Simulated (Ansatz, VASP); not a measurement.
# Au: VASP beside Ansatz

Contents of INCAR:

```
  PREC = Accurate
  ENCUT = 520
  EDIFF = 1E-6
  ISMEAR = 0
  SIGMA = 0.15
  LREAL = F
  LASPH = T
  NELM = 80
  ALGO = Normal
  ISIF = 2
  LWAVE = F
  LCHARG = T
  GGA = PE
  LELF = T
  LVHAR = T
  NBANDS = 12
```

KPOINTS

```
Automatic mesh
0
Gamma
  20 20 20
```

Contents of POSCAR:

```
Au
1.0
    0.0000000000      2.1068650000      2.0455000000
    2.1068650000      0.0000000000      2.0455000000
    2.1068650000      2.1068650000      0.0000000000
Au
1
Direct
    0.0000000000      0.0000000000      0.0000000000
```

Input for Ansatz:

```yaml
crystal:
  lattice:
    - [0.0, 2.106865, 2.0455]
    - [2.106865, 0.0, 2.0455]
    - [2.106865, 2.106865, 0.0]
  atoms:
    - { symbol: Au, position: [0.0, 0.0, 0.0] }
basis:
  ecutwfc: 420
kpoints:
  mp_grid: { grid: [20, 20, 20] }
hamiltonian:
  xc: pbe
scf:
  occupations: { method: gaussian, width: 0.15 }
output:
  forces: true
  stress: true
  eigenvalues: true
```

Change from the starting cell: strain +0.030 along x and y, +0.000 along z, atoms carried along.

Alike in both runs: task single point; functional PBE; k mesh 20 × 20 × 20; occupations gaussian, width 0.15 eV; no spin polarisation.

```csv
,VASP,Ansatz
version,VASP 6.6.1,Ansatz 0.2.0
potentials or method,"VASP PAW PBE potentials, release 64 (Au), cutoff 520 eV","scalar-relativistic, plane waves, PAW"
valence electrons in the cell,11,19
```

```csv
,VASP,Ansatz,Ansatz less VASP
gap on the k mesh at the Fermi level (eV),none,none,-
pressure (GPa),-1.6,-1.4,+0.23
"traceless stress, the component that is largest in VASP (GPa)",0.46,0.46,-0.004
```

A gap of «none» marks a metal or a gap that the smearing closes. With one functional, cell and mesh, what is left measures potentials, basis and numerics. VASP's potentials hold 11 valence electrons a cell and Ansatz's 19, so a difference there can come from the potentials and not from the codes.

Spin-orbit coupling is off throughout.
